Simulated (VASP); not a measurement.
Runs of VASP 6.6.1 on W. The structure is that of space group Pm-3m (No. 221), or close to it. The cells are those of the table. 

| cell | k mesh | gap on the mesh (eV) | pressure (GPa) |
| --- | --- | --- | --- |
| a = 2.599 Å, 1 atom | 13 × 13 × 13 | none | 20.2 |
| a = 2.673 Å, 1 atom | 13 × 13 × 13 | none | (b) |
| a = 2.673 Å, 1 atom | 12 × 12 × 12 | none | (a) |
| a = 2.708 Å, 1 atom | 13 × 13 × 13 | none | -6.3 |
| a = 2.561 Å, 1 atom | 13 × 13 × 13 | none | 33.7 |

Alike in all rows: task single point; level BLYP; potentials or basis VASP PAW PBE potentials, release 64 (W_sv); no spin polarisation; cutoff (eV) 520; smearing fermi-dirac 0.1 eV.

Problem. Estimate the missing entries.

Solution. (a) 1.2; (b) 0.7.

Caveats: the PAW data sets were made with another functional, which shifts forces and pressure a little; spin-orbit coupling is left out, which moves the levels of the heavy elements.

A k mesh can miss the band edges, and the runs leave out spin-orbit coupling on W.

A gap of «none» marks levels without a gap at the run's occupations.
